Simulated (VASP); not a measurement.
Crystal: TiO2.

```xyz
6
Lattice="4.5922 0.0000 0.0000 0.0000 4.5922 0.0000 0.0000 0.0000 2.9574" Properties=species:S:1:pos:R:3 pbc="T T T"
Ti    0.0000    0.0000    0.0000
Ti    2.2961    2.2961    1.4787
O     1.4004    1.4004    0.0000
O     0.8957    3.6965    1.4787
O     3.1918    3.1918    0.0000
O     3.6965    0.8957    1.4787
```

```yaml
Program: VASP 6.6.1
Task: relaxation of cell and atoms
Functional: LDA
Potentials_or_basis: VASP PAW LDA potentials, release 64 (Ti_sv, O)
Cutoff: 600 eV
k_mesh: 6 × 6 × 10
Occupations: gaussian, width 0.02 eV
Spin: no spin polarisation
```

At the start: pressure -7.0 GPa; volume 10.39 Å³/atom.

Q: Where does the relaxation end?

A: Over 12 steps the energy falls by 7.1 meV/atom and the volume is 10.09 Å³/atom (-2.9 %); space group P4_2/mnm (No. 136, to 0.1 Å) before and after.

The path:
| step | energy change (eV) | largest force (eV/Å) | pressure (GPa) | volume (Å³) |
| --- | --- | --- | --- | --- |
| 1 | 0.0000 | 0.0013 | -7.05 | 62.37 |
| 2 | 0.0413 | 0.3946 | 11.29 | 58.33 |
| 3 | -0.0402 | 0.1497 | -0.09 | 60.66 |
| 4 | -0.0402 | 0.1529 | 0.05 | 60.62 |
| 5 | -0.0424 | 0.0151 | 0.09 | 60.53 |
| 6 | -0.0424 | 0.0018 | 0.07 | 60.52 |
| 7 | -0.0424 | 0.0014 | 0.09 | 60.52 |
| 8 | -0.0424 | 0.0052 | -0.08 | 60.56 |
| 9 | -0.0424 | 0.0032 | -0.01 | 60.54 |
| 10 | -0.0424 | 0.0031 | 0.01 | 60.54 |
| 11 | -0.0424 | 0.0032 | 0.01 | 60.54 |
| 12 | -0.0424 | 0.0005 | 0.00 | 60.54 |

Final structure:
```
Ti O
1.0
     4.55209    0.00000    0.00000
     0.00000    4.55209    0.00000
     0.00000    0.00000    2.92176
Ti O
2 4
Direct
  0.00000 0.00000 0.00000
  0.50000 0.50000 0.50000
  0.30384 0.30384 0.00000
  0.19616 0.80384 0.50000
  0.69616 0.69616 0.00000
  0.80384 0.19616 0.50000
```
